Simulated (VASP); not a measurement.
# LiH in VASP: settings compared

LiH is run at these levels: r2SCAN, PBEsol, LDA; tasks: single point, relaxation of cell and atoms.

Everything below comes from runs of VASP 6.6.1. Logs are shortened: lines on timing, memory, paths and dates and some standing lists are left out, and cuts for length are marked.

## 1. The cell of the first run

Symmetry: P6_3/mmc, No. 194, hexagonal system. Conventional cell: a = 3.256 Å, b = 3.256 Å, c = 4.068 Å, α = 90.00°, β = 90.00°, γ = 120.00°. Within 2.5 Å of Li (site symmetry -6m2) lie 5 H at 1.88 to 2.03 Å. H (site symmetry -6m2) has 5 Li at 1.88 to 2.03 Å within 2.5 Å.

## 2. Single point, r2SCAN

The input, POSCAR:

```
LiH
1.0
    3.2558279323      0.0000000000      0.0000000000
   -1.6279139661      2.8196296997      0.0000000000
    0.0000000000      0.0000000000      4.0684430705
Li H
2 2
Direct
    0.3333333333      0.6666666667     -0.0625093483
    0.6666666667      0.3333333333      0.4374906517
    0.3333333333      0.6666666667      0.4375093483
    0.6666666667      0.3333333333      0.9375093483
```

The input, INCAR.step1:

```
PREC     = Accurate       # precision mode
ENCUT    = 520            # plane-wave cutoff, eV
ISMEAR   = -1             # smearing method
SIGMA    = 0.02           # smearing width, eV
LREAL    = False          # projectors in reciprocal space
LASPH    = True           # aspherical terms in the spheres
NELM     = 80             # most SCF steps
NBANDS   = 12             # bands
GGA      = PE             # functional
ALGO     = Normal         # electronic algorithm
EDIFF    = 1E-4           # SCF threshold, eV
LWAVE    = True           # write WAVECAR
LCHARG   = False          # write CHGCAR
```

The input, INCAR.step2:

```
PREC     = Accurate       # precision mode
ENCUT    = 520            # plane-wave cutoff, eV
EDIFF    = 1E-6           # SCF threshold, eV
ISMEAR   = -1             # smearing method
SIGMA    = 0.02           # smearing width, eV
LREAL    = False          # projectors in reciprocal space
LASPH    = True           # aspherical terms in the spheres
NELM     = 80             # most SCF steps
ALGO     = Normal         # electronic algorithm
ISIF     = 2              # what is computed and relaxed
LWAVE    = False          # write WAVECAR
LCHARG   = False          # write CHGCAR
METAGGA  = R2SCAN         # meta-GGA
LMIXTAU  = True         
NBANDS   = 12             # bands
ISTART   = 1
```

The input, KPOINTS:

```
Automatic mesh
0
Gamma
  12 12 6
```

Potentials or basis: VASP PAW PBE potentials, release 64 (Li_sv, H).

The run is started by

```sh
$ cat potpaw_PBE.64/Li_sv/POTCAR potpaw_PBE.64/H/POTCAR > POTCAR
$ cp INCAR.step1 INCAR
$ mpirun -np 1 vasp_std > vasp.out
$ cp INCAR.step2 INCAR
$ mpirun -np 1 vasp_std > vasp.out
```

OUTCAR:

```text
PREC = Accurate
   ENCUT = 520
   EDIFF = 1E-6
   ISMEAR = -1
   LREAL = False
   LASPH = True
   NELM = 80
   ISIF = 2
   METAGGA = R2SCAN
   ISTART = 1

 ion  position               nearest neighbor table
   1  0.333  0.667  0.937-
   2  0.667  0.333  0.437-
   3  0.333  0.667  0.438-
   4  0.667  0.333  0.938-

  LATTYP: Found a hexagonal cell.
 ALAT       =     3.2558279323
 C/A-ratio  =     1.2495878637

  Lattice vectors:

 A1 = (   3.2558279323,   0.0000000000,   0.0000000000)
 A2 = (  -1.6279139661,   2.8196296997,   0.0000000000)
 A3 = (   0.0000000000,   0.0000000000,   4.0684430705)

Analysis of symmetry for initial positions (statically):
=====================================================================
 Subroutine PRICEL returns:
 Original cell was already a primitive cell.

 Routine SETGRP: Setting up the symmetry group for a
 hexagonal supercell.

 Subroutine GETGRP returns: Found 12 space group operations
 (whereof  6 operations were pure point group operations)
 out of a pool of 24 trial point group operations.

The static configuration has the point symmetry C_3v.
 The point group associated with its full space group is C_6v.

Analysis of symmetry for dynamics (positions and initial velocities):
=====================================================================
 Subroutine PRICEL returns:
 Original cell was already a primitive cell.

 Routine SETGRP: Setting up the symmetry group for a
 hexagonal supercell.

 Subroutine GETGRP returns: Found 12 space group operations
 (whereof  6 operations were pure point group operations)
 out of a pool of 24 trial point group operations.

The dynamic configuration has the point symmetry C_3v.
 The point group associated with its full space group is C_6v.

 Subroutine INISYM returns: Found 12 space group operations
 (whereof  6 operations are pure point group operations),
 and found     1 'primitive' translations

----------------------------------------------------------------------------------------

                                     Primitive cell

  volume of cell :      37.3492

  direct lattice vectors                    reciprocal lattice vectors
     3.255827932  0.000000000  0.000000000     0.307141538  0.177328250  0.000000000
    -1.627913966  2.819629700  0.000000000     0.000000000  0.354656500  0.000000000
     0.000000000  0.000000000  4.068443070     0.000000000  0.000000000  0.245794271
[... 92 lines left out ...]
   IBRION =     -1    ionic relax: 0-MD 1-quasi-New 2-CG
   NFREE  =      0    steps in history (QN), initial steepest desc. (CG)
   ISIF   =      2    stress and relaxation
   ISYM   =      2    0-nonsym 1-usesym 2-fastsym
   POTIM  = 0.5000    time-step for ionic-motion
   TEBEG  =    0.0;   TEEND  =   0.0 temperature during run
   PSTRESS=    0.0 pullay stress
   NELECT =       8.0000    total number of electrons
   NUPDOWN=      -1.0000    fix difference up-down
   EMIN   =  10.00;   EMAX   =-10.00  energy-range for DOS
   EFERMI =   0.00;   METHOD = LEGACY
   ISMEAR =    -1;   SIGMA  =   0.02  broadening in eV -4-tet -1-fermi 0-gaus
   EFERMI_NEDOS =   21; number of points for ismear=-14 and -15
   IALGO  =     38    algorithm
   IMIX   =      4    mixing-type and parameters
     AMIX     =   0.40;   BMIX     =  1.00
     AMIX_MAG =   1.60;   BMIX_MAG =  1.00
  volume/ion in A,a.u.               =       9.34        63.01
  Fermi-wavevector in a.u.,A,eV,Ry     =   0.979515  1.851014 13.054094  0.959449
  Thomas-Fermi vector in A             =   2.110374
   LORBIT       =      0    0 simple, 1 ext, 2 COOP (PROOUT), +10 PAW based schemes
   METAGGA = R2SCAN    functional components
   LHFCALC =     F    Hartree Fock is set to
   AEXX    =    0.0000 exact exchange contribution
   IVDW    =     0    specifies the selected vdW correction
   LEPSILON=     F    determine dielectric tensor
   LRPA    =     F    only Hartree local field effects (RPA)
 non-spin polarized calculation
  energy-cutoff  :      520.00
  volume of cell :       37.35
 maximum number of plane-waves:      1038
   NGX = 13   NGY = 13   NGZ = 15

 number of electron       8.0000004 magnetization

 Free energy of the ion-electron system (eV)
  ---------------------------------------------------
  ext. energy  EPLUGINS =         0.00000000
  ---------------------------------------------------
  free energy    TOTEN  =       -13.53493321 eV

  energy without entropy =      -13.53493321  energy(sigma->0) =      -13.53493321

 E-fermi :  -0.0586     XC(G=0):  -8.1726

 val. band max:       -0.4203010833   @ k =   0.0000   0.0000   0.0000
 cond. band min:       1.8783632793   @ k =   0.3333   0.3333   0.0000
 fundamental gap:      2.2986643626
 Fermi energy:        -0.0586007229

 k-point     1 :       0.0000    0.0000    0.0000
  band No.  band energies     occupation
      1     -46.4735      2.00000
      2     -46.4177      2.00000
      3      -5.6920      2.00000
      4      -0.4203      2.00000
      5       3.1864      0.00000
      6      11.2067      0.00000
      7      11.2072      0.00000
      8      11.8882      0.00000
      9      13.9503      0.00000
     10      13.9504      0.00000
     11      16.0094      0.00000
     12      18.7567      0.00000
[... 331 lines left out ...]
 k-point    24 :       0.3333    0.0000    0.1667
  band No.  band energies     occupation
      1     -46.4541      2.00000
      2     -46.4262      2.00000
      3      -4.2733      2.00000
      4      -1.7190      2.00000
      5       4.7603      0.00000
      6       6.5279      0.00000
      7       8.3470      0.00000
      8       9.5046      0.00000
      9      13.2174      0.00000
     10      14.2232      0.00000
     11      14.8364      0.00000
     12      16.5884      0.00000

 [... further k-points ...]
[... 5 lines left out ...]
  --------------------------------------------------------------------------------------
  -------------------------------------------------------------------------------------
  Total       -0.0585491     -0.0585491     -0.0491208     -0.0000000     -0.0000000      0.0000000
  in kB       -2.5115896     -2.5115896     -2.1071455     -0.0000000     -0.0000000      0.0000000
  external PRESSURE =      -2.3767749 kB  Pullay stress =       0.0000000 kB

 VOLUME and BASIS-vectors are now :
 -----------------------------------------------------------------------------
  energy-cutoff  :      520.00
  volume of cell :       37.35
      direct lattice vectors                 reciprocal lattice vectors
     3.255827932  0.000000000  0.000000000     0.307141538  0.177328250  0.000000000
    -1.627913966  2.819629700  0.000000000     0.000000000  0.354656500  0.000000000
     0.000000000  0.000000000  4.068443070     0.000000000  0.000000000  0.245794271

 POSITION                                       TOTAL-FORCE (eV/Angst)
 -----------------------------------------------------------------------------------
     -0.00000      1.87975      3.81413        -0.000000      0.000000     -0.033620
      1.62791      0.93988      1.77991         0.000000     -0.000000     -0.033620
     -0.00000      1.87975      1.77998        -0.000000     -0.000000      0.033620
      1.62791      0.93988      3.81420         0.000000     -0.000000      0.033620
 -----------------------------------------------------------------------------------
    total drift:                               -0.000000     -0.000000     -0.133853

  FREE ENERGIE OF THE ION-ELECTRON SYSTEM (eV)
  ---------------------------------------------------
  free  energy   TOTEN  =       -13.5349332059 eV

  energy  without entropy=      -13.5349332059  energy(sigma->0) =      -13.53493321
```

OUTCAR.step1:

```text
PREC = Accurate
   ENCUT = 520
   ISMEAR = -1
   LREAL = False
   LASPH = True
   NELM = 80
[... 589 lines left out ...]
      1.62791      0.93988      1.77991        -0.000000      0.000000     -0.000111
     -0.00000      1.87975      1.77998        -0.000000      0.000000      0.000111
      1.62791      0.93988      3.81420         0.000000      0.000000      0.000111
 -----------------------------------------------------------------------------------
    total drift:                               -0.000000     -0.000000     -0.000408

  FREE ENERGIE OF THE ION-ELECTRON SYSTEM (eV)
  ---------------------------------------------------
  free  energy   TOTEN  =       -12.1625130929 eV

  energy  without entropy=      -12.1625130929  energy(sigma->0) =      -12.16251309
```

OSZICAR.step1:

```text
N       E                     dE             d eps       ncg     rms          rms(c)
DAV:   1     0.247764811405E+02    0.24776E+02   -0.38981E+03  1824   0.671E+02
DAV:   2    -0.809498393369E+01   -0.32871E+02   -0.32267E+02  2204   0.157E+02
DAV:   3    -0.127932790720E+02   -0.46983E+01   -0.46729E+01  3400   0.390E+01
DAV:   4    -0.128336607735E+02   -0.40382E-01   -0.40377E-01  2204   0.524E+00
DAV:   5    -0.128340542243E+02   -0.39345E-03   -0.39344E-03  2596   0.435E-01    0.453E+00
DAV:   6    -0.123092263477E+02    0.52483E+00   -0.33312E-01  2112   0.206E+00    0.224E+00
DAV:   7    -0.121521417095E+02    0.15708E+00   -0.43902E-01  2212   0.261E+00    0.410E-01
DAV:   8    -0.121629706724E+02   -0.10829E-01   -0.29548E-02  2156   0.978E-01    0.139E-01
DAV:   9    -0.121624994520E+02    0.47122E-03   -0.97901E-04  2380   0.147E-01    0.282E-02
DAV:  10    -0.121625130929E+02   -0.13641E-04   -0.10967E-04  1944   0.673E-02
   1 F= -.12162513E+02 E0= -.12162513E+02  d E =-.285162E-13
```

Wall time 62 s (1 thread of AMD EPYC 9R45 (Zen 5), shared host); peak memory 0.13 GiB.

Results:

```
Free energy            : -13.5349 eV
Largest force          : 0.034 eV/Å
Band gap on the k mesh : 2.30 eV, indirect (least direct gap 3.61 eV)
```

Forces on the atoms (eV/Å):
```
Li   0.000  0.000 -0.034
Li   0.000  0.000 -0.034
H    0.000  0.000  0.034
H    0.000  0.000  0.034
```

Caveat: the cutoff is under 1.25 times the usual one of these potentials, so pressure, stress and relaxed cells hold a basis-set (Pulay) error; the PAW data sets were made with another functional, which shifts forces and pressure a little. r2SCAN opens gaps a little over a GGA but as a rule still falls short of measured ones.

(Part 1 of 2 ends here.)
